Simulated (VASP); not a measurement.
A run of VASP 6.6.1 is set up as follows.

Contents of INCAR:

```
ALGO     = Fast           # electronic algorithm
EDIFF    = 1E-6           # SCF threshold, eV
ENCUT    = 520            # plane-wave cutoff, eV
GGA      = PE             # functional
ISIF     = 2              # what is computed and relaxed
ISMEAR   = 0              # smearing method
LASPH    = True           # aspherical terms in the spheres
LCHARG   = True           # write CHGCAR
LELF     = True           # ELF
LREAL    = False          # projectors in reciprocal space
LVHAR    = True         
LWAVE    = False          # write WAVECAR
NBANDS   = 12             # bands
NELM     = 100            # most SCF steps
PREC     = Accurate       # precision mode
SIGMA    = 0.15           # smearing width, eV
```

File KPOINTS:

```
k-points
0
Gamma
  22 22 22
```

The input POSCAR:

```
Ti
1.0
   -1.3225254935      1.3225254935      2.0708104177
    1.3225254935     -1.3225254935      2.0708104177
    1.3225254935      1.3225254935     -2.0708104177
Ti
1
Direct
    0.0000000000      0.0000000000      0.0000000000
```

Potentials or basis: VASP PAW PBE potentials, release 64 (Ti_sv).

Launch:

```bash
$ cat potpaw_PBE.64/Ti_sv/POTCAR > POTCAR
$ mpirun -np 1 vasp_std > vasp.out
```

**Question.** What does it give for the band gap on the k mesh?

**Answer.** Zero (band 6 reaches 10.92 eV, above the bottom of band 7 at 9.54 eV).

**Question.** Estimate the pressure.

**Answer.** 25.7 GPa.

Stress tensor (GPa, compression positive):
```
26.55  0.00  0.00
 0.00 26.55  0.00
 0.00  0.00 24.09
```
